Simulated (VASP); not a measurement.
# BeC in VASP: notebook

BeC is run at these levels: PBE; tasks: single point.

Everything below comes from runs of VASP 6.6.1. Logs are shortened: lines on timing, memory, paths and dates and some standing lists are left out, and cuts for length are marked.

### 1 The cell of the first run

The typed cell holds 8 atoms: a = 2.579 Å, b = 4.208 Å, c = 5.419 Å, α = 94.59°, β = 76.42°, γ = 72.22°.

### 2 Single point, PBE

Input file INCAR:

```
PREC = Accurate
ENCUT = 520
EDIFF = 1E-6
ISMEAR = 0
SIGMA = 0.1
LREAL = F
LASPH = T
NELM = 60
ALGO = Normal
ISIF = 2
LWAVE = F
LCHARG = F
GGA = PE
NBANDS = 22
```

Input file KPOINTS:

```
Automatic mesh
0
Gamma
  10 6 4
```

Input file POSCAR:

```
BeC
1.0
   -0.5058437031     -0.2146670686     -2.5199705925
   -1.9732009155     -3.6665766532     -0.6070164077
   -4.4587071171      3.0070080385     -0.6629950351
Be C
4 4
Direct
    0.6097709289      0.2329569268      0.5453725350
    0.6097603905      0.7329593435      0.0453711779
    0.3902376347      0.2670414999      0.9546287073
    0.3902295362      0.7670426154      0.4546273448
    0.7054426911      0.8617766303      0.7275130717
    0.7054376906      0.3617779643      0.2275139164
    0.2945627772      0.6382218534      0.7724860992
    0.2945583509      0.1382231665      0.2724871477
```

Potentials or basis: VASP PAW PBE potentials, release 64 (Be, C).

The run is started by

```
> cat potpaw_PBE.64/Be/POTCAR potpaw_PBE.64/C/POTCAR > POTCAR
> mpirun -np 1 vasp_std > vasp.out
```

OUTCAR:

```text
PREC = Accurate
   ENCUT = 520
   EDIFF = 1E-6
   ISMEAR = 0
   LREAL = F
   LASPH = T
   NELM = 60
   ISIF = 2
   GGA = PE

 ion  position               nearest neighbor table
   1  0.610  0.233  0.545-   6 1.83   7 1.85   5 1.90   8 1.92   8 1.93   3 2.14   4 2.25   4 2.26
                             4 2.27
   2  0.610  0.733  0.045-   5 1.83   8 1.85   6 1.90   7 1.92   7 1.93   4 2.14   3 2.25   3 2.26
                             3 2.27
   3  0.390  0.267  0.955-   8 1.83   5 1.85   7 1.90   6 1.92   6 1.93   1 2.14   2 2.25   2 2.26
                             2 2.27
   4  0.390  0.767  0.455-   7 1.83   6 1.85   8 1.90   5 1.92   5 1.93   2 2.14   1 2.25   1 2.26
                             1 2.27
   5  0.705  0.862  0.728-   7 1.61   7 1.61   2 1.83   3 1.85   1 1.90   4 1.92   4 1.93
   6  0.705  0.362  0.228-   8 1.61   8 1.61   1 1.83   4 1.85   2 1.90   3 1.92   3 1.93
   7  0.295  0.638  0.772-   5 1.61   5 1.61   4 1.83   1 1.85   3 1.90   2 1.92   2 1.93
   8  0.295  0.138  0.272-   6 1.61   6 1.61   3 1.83   2 1.85   4 1.90   1 1.92   1 1.93

  LATTYP: Found a triclinic cell.
 ALAT       =     4.2078230863
 B/A-ratio  =     1.6924736129
 C/A-ratio  =     0.6129507139
 COS(alpha) =     0.0018650188
 COS(beta)  =     0.3054417240
 COS(gamma) =     0.6517541084

  Lattice vectors:

 A1 = (   1.9732009155,   3.6665766532,   0.6070164077)
 A2 = (  -2.4855062016,   6.6735846917,  -0.0559786274)
 A3 = (   0.5058437031,   0.2146670686,   2.5199705925)

Analysis of symmetry for initial positions (statically):
=====================================================================
 Subroutine PRICEL returns:
 Original cell was already a primitive cell.

 Routine SETGRP: Setting up the symmetry group for a
 triclinic supercell.

 Subroutine GETGRP returns: Found  2 space group operations
 (whereof  2 operations were pure point group operations)
 out of a pool of  2 trial point group operations.

The static configuration has the point symmetry S_2 .

Analysis of symmetry for dynamics (positions and initial velocities):
=====================================================================
 Subroutine PRICEL returns:
 Original cell was already a primitive cell.

 Routine SETGRP: Setting up the symmetry group for a
 triclinic supercell.

 Subroutine GETGRP returns: Found  2 space group operations
 (whereof  2 operations were pure point group operations)
 out of a pool of  2 trial point group operations.

The dynamic configuration has the point symmetry S_2 .

 Subroutine INISYM returns: Found  2 space group operations
 (whereof  2 operations are pure point group operations),
 and found     1 'primitive' translations

----------------------------------------------------------------------------------------

                                     Primitive cell

  volume of cell :      53.6959

  direct lattice vectors                    reciprocal lattice vectors
    -0.505843703 -0.214667069 -2.519970592     0.079265395  0.026040842 -0.414959609
    -1.973200916 -3.666576653 -0.607016408    -0.143770708 -0.203003255  0.046152769
    -4.458707117  3.007008038 -0.662995035    -0.169647252  0.086884741  0.026652573

  length of vectors
     2.579188165  4.207823086  5.418646410     0.423264226  0.253002799  0.192456509

  position of ions in fractional coordinates (direct lattice)
     0.609770929  0.232956927  0.545372535
     0.609760390  0.732959343  0.045371178
     0.390237635  0.267041500  0.954628707
     0.390229536  0.767042615  0.454627345
     0.705442691  0.861776630  0.727513072
     0.705437691  0.361777964  0.227513916
     0.294562777  0.638221853  0.772486099
     0.294558351  0.138223166  0.272487148

  ion indices of the primitive-cell ions
   primitive index   ion index
                 1           1
                 2           2
                 3           3
                 4           4
                 5           5
                 6           6
                 7           7
                 8           8

----------------------------------------------------------------------------------------

 KPOINTS: Automatic mesh

Automatic generation of k-mesh.
 Grid dimensions read from file:
 generate k-points for:   10    6    4

 Generating k-lattice:

  Cartesian coordinates                     Fractional coordinates (reciprocal lattice)
     0.007926539  0.002604084 -0.041495961     0.100000000  0.000000000  0.000000000
    -0.023961785 -0.033833876  0.007692128     0.000000000  0.166666667  0.000000000
    -0.042411813  0.021721185  0.006663143     0.000000000  0.000000000  0.250000000

  Length of vectors
     0.042326423  0.042167133  0.048114127

  Shift w.r.t. Gamma in fractional coordinates (k-lattice)
     0.000000000  0.000000000  0.000000000

 Subroutine IBZKPT returns following result:
 ===========================================

 Found    124 irreducible k-points:

 Following reciprocal coordinates:
            Coordinates               Weight
  0.000000  0.000000  0.000000      1.000000
  0.100000 -0.000000  0.000000      2.000000
  0.200000 -0.000000  0.000000      2.000000
  0.300000 -0.000000 -0.000000      2.000000
  0.400000 -0.000000 -0.000000      2.000000
  0.500000 -0.000000  0.000000      1.000000
[... 16 lines left out ...]
 -0.400000  0.333333  0.000000      2.000000
 -0.300000  0.333333 -0.000000      2.000000
 [... further k-points ...]
   k-points           NKPTS =    124   k-points in BZ     NKDIM =    124   number of bands    NBANDS=     22
   number of dos      NEDOS =    301   number of ions     NIONS =      8
   total plane-waves  NPLWV =  25600
   dimension x,y,z NGX =    20 NGY =   32 NGZ =   40
   dimension x,y,z NGXF=    40 NGYF=   64 NGZF=   80
   ions per type =               4   4
   NGX,Y,Z   is equivalent  to a cutoff of  12.89, 12.64, 12.27 a.u.
   NGXF,Y,Z  is equivalent  to a cutoff of  25.78, 25.29, 24.54 a.u.
 SYSTEM =  unknown system
   PREC   = accura    normal or accurate (medium, high low for compatibility)
   ISTART =      0    job   : 0-new  1-cont  2-samecut
   ICHARG =      2    charge: 1-file 2-atom 10-const
   ISPIN  =      1    spin polarized calculation?
   LNONCOLLINEAR =      F non collinear calculations
   LSORBIT =      F    spin-orbit coupling
   LASPH  =      T    aspherical Exc in radial PAW
   ENCUT  =  520.0 eV  38.22 Ry    6.18 a.u.   4.80  7.82 10.08*2*pi/ulx,y,z
   NELM   =     60;   NELMIN=  2; NELMDL= -5     # of ELM steps
   EDIFF  = 0.1E-05   stopping-criterion for ELM
   LREAL  =      F    real-space projection
   EDIFFG = 0.1E-04   stopping-criterion for IOM
   NSW    =      0    number of steps for IOM
   IBRION =     -1    ionic relax: 0-MD 1-quasi-New 2-CG
   NFREE  =      0    steps in history (QN), initial steepest desc. (CG)
   ISIF   =      2    stress and relaxation
   ISYM   =      2    0-nonsym 1-usesym 2-fastsym
   POTIM  = 0.5000    time-step for ionic-motion
   TEBEG  =    0.0;   TEEND  =   0.0 temperature during run
   PSTRESS=    0.0 pullay stress
   NELECT =      24.0000    total number of electrons
   NUPDOWN=      -1.0000    fix difference up-down
   EMIN   =  10.00;   EMAX   =-10.00  energy-range for DOS
   EFERMI =   0.00;   METHOD = LEGACY
   ISMEAR =     0;   SIGMA  =   0.10  broadening in eV -4-tet -1-fermi 0-gaus
   EFERMI_NEDOS =   21; number of points for ismear=-14 and -15
   IALGO  =     38    algorithm
   IMIX   =      4    mixing-type and parameters
     AMIX     =   0.40;   BMIX     =  1.00
     AMIX_MAG =   1.60;   BMIX_MAG =  1.00
  volume/ion in A,a.u.               =       6.71        45.29
  Fermi-wavevector in a.u.,A,eV,Ry     =   1.251694  2.365359 21.316771  1.566738
  Thomas-Fermi vector in A             =   2.385630
   LORBIT       =      0    0 simple, 1 ext, 2 COOP (PROOUT), +10 PAW based schemes
   GGA     = PE    functional components
   LHFCALC =     F    Hartree Fock is set to
   AEXX    =    0.0000 exact exchange contribution
   IVDW    =     0    specifies the selected vdW correction
   LEPSILON=     F    determine dielectric tensor
   LRPA    =     F    only Hartree local field effects (RPA)
 non-spin polarized calculation
 Gauss-broadening in eV      SIGMA  =   0.10
  energy-cutoff  :      520.00
  volume of cell :       53.70
 maximum number of plane-waves:      1461
   NGX =  9   NGY = 15   NGZ = 21

 number of electron      24.0000001 magnetization

 Free energy of the ion-electron system (eV)
  ---------------------------------------------------
  ext. energy  EPLUGINS =         0.00000000
  ---------------------------------------------------
  free energy    TOTEN  =       -49.14540507 eV

  energy without entropy =      -49.14371785  energy(sigma->0) =      -49.14456146

 E-fermi :   9.2415     XC(G=0): -11.6998

 val. band max:        9.2085185547   @ k =  -0.3000  -0.1667   0.2500
 cond. band min:       9.2577027102   @ k =   0.1000   0.3333   0.2500
 fundamental gap:      0.0491841556
 Fermi energy:         9.2414653374

 k-point     1 :       0.0000    0.0000    0.0000
  band No.  band energies     occupation
      1      -9.9078      2.00000
      2      -8.4965      2.00000
      3      -2.3169      2.00000
      4      -1.2119      2.00000
      5       0.8479      2.00000
      6       1.1308      2.00000
[... 14 lines left out ...]
     21      17.2579      0.00000
     22      18.2375      0.00000

 k-point     2 :       0.1000   -0.0000    0.0000
  band No.  band energies     occupation
      1      -9.7133      2.00000
      2      -8.3485      2.00000
      3      -2.1857      2.00000
      4      -1.0246      2.00000
      5       0.7908      2.00000
      6       1.4395      2.00000
[... 14 lines left out ...]
     21      17.3571      0.00000
     22      18.8575      0.00000
[... 523 lines left out ...]
     21      16.7838      0.00000
     22      18.1890      0.00000

 k-point    24 :      -0.3000    0.3333   -0.0000
  band No.  band energies     occupation
      1      -7.5754      2.00000
      2      -7.4468      2.00000
      3      -1.9663      2.00000
      4      -1.5772      2.00000
      5      -0.6108      2.00000
      6      -0.4634      2.00000
[... 14 lines left out ...]
     21      18.0175      0.00000
     22      18.5460      0.00000

 [... further k-points ...]

------------------------ aborting loop because EDIFF is reached ----------------------------------------

  FORCE on cell =-STRESS in cart. coord.  units (eV):
  Direction    XX          YY          ZZ          XY          YZ          ZX
  --------------------------------------------------------------------------------------
  -------------------------------------------------------------------------------------
  Total        0.1337808      0.1284234      0.1016097     -0.0147506      0.0077546      0.0256173
  in kB        3.9917497      3.8318970      3.0318300     -0.4401269      0.2313829      0.7643685
  external PRESSURE =       3.6184922 kB  Pullay stress =       0.0000000 kB

 VOLUME and BASIS-vectors are now :
 -----------------------------------------------------------------------------
  energy-cutoff  :      520.00
  volume of cell :       53.70
      direct lattice vectors                 reciprocal lattice vectors
    -0.505843703 -0.214667069 -2.519970592     0.079265395  0.026040842 -0.414959609
    -1.973200916 -3.666576653 -0.607016408    -0.143770708 -0.203003255  0.046152769
    -4.458707117  3.007008038 -0.662995035    -0.169647252  0.086884741  0.026652573

 POSITION                                       TOTAL-FORCE (eV/Angst)
 -----------------------------------------------------------------------------------
     -3.19978      0.65489     -2.03959        -0.009931      0.012640     -0.002090
     -1.95702     -2.68192     -2.01158        -0.009965      0.012729     -0.002232
     -4.98074      1.80768     -1.77840         0.009965     -0.012729      0.002232
     -3.73797     -1.52912     -1.75039         0.009931     -0.012640      0.002090
     -5.30107     -1.12357     -2.78314        -0.000638     -0.013545     -0.002102
     -2.08512     -0.79378     -2.14813        -0.000613     -0.013553     -0.002132
     -4.85263     -0.08045     -1.64186         0.000613      0.013553      0.002132
     -1.63668      0.24933     -1.00684         0.000638      0.013545      0.002102
 -----------------------------------------------------------------------------------
    total drift:                                0.000325     -0.000673      0.000802

  FREE ENERGIE OF THE ION-ELECTRON SYSTEM (eV)
  ---------------------------------------------------
  free  energy   TOTEN  =       -49.1454050660 eV

  energy  without entropy=      -49.1437178518  energy(sigma->0) =      -49.14456146
```

Wall time 3.6 min (1 thread of Intel Xeon 8259CL, shared host); peak memory 0.24 GiB.

What came out:

```
Free energy            : -49.1454 eV
Pressure               : 0.4 GPa
Largest force          : 0.016 eV/Å
Band gap on the k mesh : zero (bands 12 and 13 overlap by 1.17 eV)
```

Forces on the atoms (eV/Å):
```
Be  -0.010  0.013 -0.002
Be  -0.010  0.013 -0.002
Be   0.010 -0.013  0.002
Be   0.010 -0.013  0.002
C   -0.001 -0.014 -0.002
C   -0.001 -0.014 -0.002
C    0.001  0.014  0.002
C    0.001  0.014  0.002
```

### 3 Single point, PBE

This run uses another cell than the first one: it holds 4 atoms, not 8.

Input file INCAR:

```
SYSTEM = BeC
PREC = Accurate
ENCUT = 520
EDIFF = 1E-7
ISMEAR = 0
SIGMA = 0.1
LREAL = .FALSE.
LASPH = .TRUE.
NELM = 60
ALGO = Normal
ISIF = 2
LWAVE = .FALSE.
LCHARG = .TRUE.
GGA = PE
LELF = .TRUE.
LVHAR = .TRUE.
NBANDS = 14
```

Input file KPOINTS:

```
Automatic mesh
0
G
  20 20 14
  0 0 0
```

Input file POSCAR:

```
BeC
1.0
    3.0397368599     -1.2893965559     -0.0007897743
    3.0397368599      1.2893965559     -0.0007897743
   -0.9644637764      0.0000000000      3.4256540984
Be C
2 2
Direct
    0.6106175051      0.6106175051      0.3127100834
    0.3893824949      0.3893824949      0.6872899166
    0.7049734033      0.7049734033      0.8661682989
    0.2950265967      0.2950265967      0.1338317011
```

Potentials or basis: VASP PAW PBE potentials, release 64 (Be, C).

The run is started by

```
> cat potpaw_PBE.64/Be/POTCAR potpaw_PBE.64/C/POTCAR > POTCAR
> mpirun -np 1 vasp_std > vasp.out
```

Wall time 13 min (1 thread of Intel Xeon 8259CL, shared host); peak memory 0.56 GiB.

It converged, with:

* Free energy: -24.5738 eV
* Pressure: 0.4 GPa
* Largest force: 0.020 eV/Å
* Band gap on the k mesh: zero (bands 6 and 7 overlap by 1.38 eV)

Forces in eV/Å, atoms in the order of the input:
```
Be  -0.011  0.000  0.017
Be   0.011  0.000 -0.017
C    0.000  0.000 -0.011
C    0.000  0.000  0.011
```

Stress tensor (GPa, compression positive):
```
 0.33  0.00 -0.07
 0.00  0.33  0.00
-0.07  0.00  0.43
```

Levels at points of the mesh, in eV from the Fermi level:
```tsv
k point	band 2	band 3	band 4	band 5	band 6	band 7	band 8	band 9	band 10	band 11
(0.00, 0.00, 0.00)	-8.37	-8.08	-5.88	-4.67	-3.60	3.97	4.24	6.35	7.62	8.03
(0.50, 0.00, 0.00)	-14.38	-7.27	-5.78	-5.45	-4.53	1.11	2.79	3.54	5.10	10.20
(0.50, 0.50, 0.00)	-11.75	-9.10	-6.05	-5.34	-1.06	1.98	5.84	6.79	9.31	9.93
(0.00, 0.00, 0.50)	-13.07	-7.01	-4.40	-2.37	-0.26	3.77	4.92	5.20	5.46	6.34
(0.50, 0.00, 0.50)	-13.92	-8.17	-8.16	-5.23	-5.10	1.17	4.70	6.44	10.00	10.19
(0.50, 0.50, 0.50)	-11.54	-10.45	-6.78	-4.80	0.68	3.30	3.94	6.58	7.77	10.67
```
